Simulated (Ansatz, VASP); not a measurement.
One calculation of Pb, two programs

```
Pb
1.0
     0.00000    2.47502    2.47502
     2.47502    0.00000    2.47502
     2.47502    2.47502    0.00000
Pb
1
Direct
  0.00000 0.00000 0.00000
```

Alike in both runs: task single point; functional PBE; k mesh 7 × 7 × 7; non-collinear spin, spin-orbit coupling.

```csv
,VASP,Ansatz
version,VASP 6.6.1,Ansatz 0.2.0
potentials or method,"VASP PAW PBE potentials, release 64 (Pb_d), cutoff 500 eV","all-electron LAPW, relativistic spinors"
occupations,"methfessel-paxton of order 1, width 0.05 eV","cold, width 0.05 eV"
```

```tsv
	VASP	Ansatz	Ansatz less VASP
pressure (GPa)	2.8	2.8	-0.05
net moment per atom (μB)	0.00	0.00	0.000
```

Ansatz ran all-electron here, and VASP with PAW potentials.

Noted on Ansatz's run: the k mesh is thin for a metal, which can move the energy by tens of meV per atom.
